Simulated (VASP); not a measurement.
Mg: electric field gradients with LDA

Mg:

```xyz
1
Lattice="-1.4617 1.4617 1.4765 1.4617 -1.4617 1.4765 1.4617 1.4617 -1.4765" Properties=species:S:1:pos:R:3 pbc="T T T"
Mg    0.0000    0.0000    0.0000
```

This cell differs from its parent crystal: equal xx and yy strain of -1 %.

```json
{
 "Program": "VASP 6.6.1",
 "Task": "electric field gradients",
 "Functional": "LDA",
 "Potentials or basis": "VASP PAW LDA potentials, release 64 (Mg)",
 "Cutoff": "520 eV",
 "k mesh": "19 × 19 × 19",
 "Occupations": "fermi-dirac, width 0.03 eV",
 "Spin": "no spin polarisation",
 "Dipole correction": "no",
 "Further INCAR settings": "ALGO = Normal; EDIFF = 1e-08; NBANDS = 7"
}
```

| Item | Value |
| --- | --- |
| Pressure | 60.5 GPa |
| Band gap on the k mesh | zero (bands 1 and 2 overlap by 4.31 eV) |
| Largest electric field gradient by atom | Mg +0.08 V/Å² |

Levels at points of the mesh, in eV from the Fermi level:
```csv
k point,band 1,band 2,band 3,band 4,band 5
"(0.00, 0.00, 0.00)",-9.96,17.30,17.30,17.59,20.12
```

It took 23 s on 1 thread of Intel(R) Xeon(R) Platinum 8488C (Sapphire Rapids), with other jobs on the host, peak memory 0.15 GiB.

Caveat: the cell differs from its parent crystal (equal xx and yy strain of -1 %); the cell stands under pressure; without QUAD_EFG the Cq values of the log hold for a quadrupole moment of 1 mb, not for the nuclei.
